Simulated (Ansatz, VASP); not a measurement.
**AlAs: VASP beside Ansatz**

```
CELL_PARAMETERS angstrom
0.00000 2.84000 2.84000
2.84000 0.00000 2.84000
2.84000 2.84000 0.00000
ATOMIC_POSITIONS crystal
Al 0.00000 0.00000 0.00000
As 0.25000 0.25000 0.25000
```

Alike in both runs: task single point; functional PBE; k mesh 6 × 6 × 6; occupations gaussian, width 0.1 eV; no spin polarisation.

```csv
,VASP,Ansatz
version,VASP 6.6.1,Ansatz 0.2.0
potentials or method,"VASP PAW PBE potentials, release 64 (Al, As), cutoff 500 eV","scalar-relativistic, plane waves, PAW"
valence electrons in the cell,8,18
```

```tsv
	VASP	Ansatz	Ansatz less VASP
gap on the k mesh at the Fermi level (eV)	1.45	1.46	+0.010
least direct gap on the mesh (eV)	1.98	1.98	-0.004
pressure (GPa)	2.0	1.8	-0.19
```

The functional is the same, so the differences come from potentials, cutoffs and numerics. VASP's potentials hold 8 valence electrons a cell and Ansatz's 18, so a difference there can come from the potentials and not from the codes.
